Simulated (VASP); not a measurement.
Write the native input for VASP 6.6.1 that does the following.

```
Task                   : electric field gradients
Functional             : PBEsol
Potentials or basis    : VASP PAW PBE potentials, release 64 (Zr_sv)
Cutoff                 : 520 eV
k mesh                 : 13 × 13 × 13
Occupations            : fermi-dirac, width 0.05 eV
Spin                   : no spin polarisation
Dipole correction      : no
Further INCAR settings : ALGO = Normal; EDIFF = 1e-08; NBANDS = 12
```

The structure of Zr lies in POSCAR:

```
Zr
1.0
   -1.7908472709      1.7908472709      1.7908472709
    1.7908472709     -1.7908472709      1.7908472709
    1.7908472709      1.7908472709     -1.7908472709
Zr
1
Direct
    0.0000000000      0.0000000000      0.0000000000
```

These files were run (other wordings do the same):

INCAR

```
SYSTEM = Zr
PREC     = Accurate       ! precision mode
ENCUT    = 520            ! plane-wave cutoff, eV
EDIFF    = 1E-8           ! SCF threshold, eV
ISMEAR   = -1             ! smearing method
SIGMA    = 0.05           ! smearing width, eV
LREAL    = .FALSE.        ! projectors in reciprocal space
LASPH    = .TRUE.         ! aspherical terms in the spheres
NELM     = 80             ! most SCF steps
ALGO     = Normal         ! electronic algorithm
ISIF     = 2              ! what is computed and relaxed
LWAVE    = .FALSE.        ! write WAVECAR
LCHARG   = .FALSE.        ! write CHGCAR
GGA      = PS             ! functional
LEFG     = .TRUE.       
NBANDS   = 12             ! bands
```

KPOINTS

```
Automatic mesh
0
G
  13 13 13
  0 0 0
```

Potentials or basis: VASP PAW PBE potentials, release 64 (Zr_sv).

Run with:

```bash
$ cat potpaw_PBE.64/Zr_sv/POTCAR > POTCAR
$ mpirun -np 1 vasp_std > vasp.out
```

Results of the run:

* Pressure: -4.4 GPa
* Band gap on the k mesh: zero (band 6 reaches 9.85 eV, above the bottom of band 7 at 8.13 eV)

Caveat: without QUAD_EFG the Cq values of the log hold for a quadrupole moment of 1 mb, not for the nuclei; the PAW data sets were made with another functional, which shifts forces and pressure a little.

It took 6.4 s on 1 thread of Intel(R) Xeon(R) 6975P-C (Granite Rapids) (shared host), peak memory 0.14 GiB.
